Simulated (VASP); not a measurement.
Write the native input for VASP 6.6.1 that does the following.

| Property | Result |
| --- | --- |
| Task | single point |
| Functional | PBE |
| Potentials or basis | VASP PAW PBE potentials, release 64 (Ba_sv, Ti_sv, O_h) |
| Cutoff | 1340 eV |
| k mesh | 6 × 6 × 6 |
| Occupations | gaussian, width 0.05 eV |
| Spin | no spin polarisation |
| Hubbard terms | Ti d U = 4.0 eV |
| Dipole correction | no |
| Further INCAR settings | ALGO = Normal; EDIFF = 1e-06; NBANDS = 28 |

The structure of BaTiO3 lies in POSCAR:

```
BaTiO3
1.0
    4.0082194557      0.0000000000      0.0000000000
    0.0000000000      2.9882127255      2.8859183815
    0.0000000000     -2.9882127255      2.8859183815
Ba Ti O
1 1 3
Direct
    0.0000000000      0.0080771855      0.0080771855
    0.5000000000      0.5197092867      0.5197092867
    0.0000000000      0.4916268346      0.4916268346
    0.5000000000      0.4938075389      0.9829991543
    0.5000000000      0.9829991543      0.4938075389
```

This cell differs from its parent crystal: strain +0.0400 x Voigt [0, 1, 0, 0, 0, 0].

These files were run (other wordings do the same):

INCAR

```
SYSTEM = BaTiO3
ALGO = Normal
EDIFF = 1E-6
ENCUT = 1340
GGA = PE
GGA_COMPAT = .FALSE.
ISIF = 2
ISMEAR = 0
LASPH = .TRUE.
LCHARG = .FALSE.
LDAU = .TRUE.
LDAUJ = 0 0 0
LDAUL = -1 2 -1
LDAUPRINT = 1
LDAUTYPE = 2
LDAUU = 0 4 0
LMAXMIX = 4
LREAL = .FALSE.
LWAVE = .FALSE.
NBANDS = 28
NELM = 200
PREC = Accurate
SIGMA = 0.05
```

KPOINTS

```
k-points
0
G
  6 6 6
  0 0 0
```

Potentials or basis: VASP PAW PBE potentials, release 64 (Ba_sv, Ti_sv, O_h).

Command:

```bash
$ cat potpaw_PBE.64/Ba_sv/POTCAR potpaw_PBE.64/Ti_sv/POTCAR potpaw_PBE.64/O_h/POTCAR > POTCAR
$ mpirun -np 1 vasp_std > vasp.out
```

It gave:

| Quantity | Value |
| --- | --- |
| Pressure | -2.8 GPa |
| Largest force | 0.103 eV/Å |
| Band gap on the k mesh | 2.39 eV (least direct gap 2.86 eV) |

Caveat: the cell differs from its parent crystal (strain +0.0400 x Voigt [0, 1, 0, 0, 0, 0]); the stress differs along the axes, from -8 to 0 GPa; spin-orbit coupling is left out, which moves the levels of the heavy elements.

It took 3 min on 1 thread of Intel(R) Xeon(R) Platinum 8559C (Emerald Rapids), on a shared host, peak memory 0.62 GiB.
